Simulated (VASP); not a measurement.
Here is a VASP 6.6.1 calculation.

The input INCAR:

```
ALGO = Normal
DIPOL = 0.5 0.5 0.500
EDIFF = 1E-7
EDIFFG = -0.03
ENCUT = 520
GGA = PE
IBRION = 2
IDIPOL = 3
ISIF = 2
ISMEAR = 0
LASPH = True
LCHARG = False
LDIPOL = True
LREAL = False
LWAVE = False
NELM = 100
NSW = 70
PREC = Accurate
SIGMA = 0.1
```

File KPOINTS:

```
k-points
0
Gamma
  12 12 1
```

POSCAR

```
Ti
1.0
    2.9381632086      0.0000000000      0.0000000000
   -1.4690816043      2.5445239791      0.0000000000
    0.0000000000      0.0000000000     23.3009308370
Ti
5
Selective dynamics
Direct
    0.6666666667      0.3333333333      0.3004171829  F F F
    0.3333333333      0.6666666667      0.4002085914  F F F
    0.6666666667      0.3333333333      0.5000000000  T T T
    0.3333333333      0.6666666667      0.5997914086  T T T
    0.6666666667      0.3333333333      0.6995828171  T T T
```

Potentials or basis: VASP PAW PBE potentials, release 64 (Ti_sv).

Run with:

```sh
$ cat potpaw_PBE.64/Ti_sv/POTCAR > POTCAR
$ mpirun -np 1 vasp_std > vasp.out
```

Problem. Predict the band gap on the k mesh.

Solution. Zero (bands 30 and 31 overlap by 0.98 eV).

Problem. Predict the energy gained by relaxing.

Solution. 11.9 meV/atom.

The path:
| step | energy change (eV) | largest force on free atoms (eV/Å) | pressure (GPa) |
| --- | --- | --- | --- |
| 1 | 0.0000 | 0.6634 | -1.75 |
| 2 | -0.0323 | 0.4713 | -1.63 |
| 3 | -0.0584 | 0.1001 | -1.27 |
| 4 | -0.0584 | 0.0968 | -1.29 |
| 5 | -0.0591 | 0.0644 | -1.28 |
| 6 | -0.0596 | 0.0056 | -1.26 |
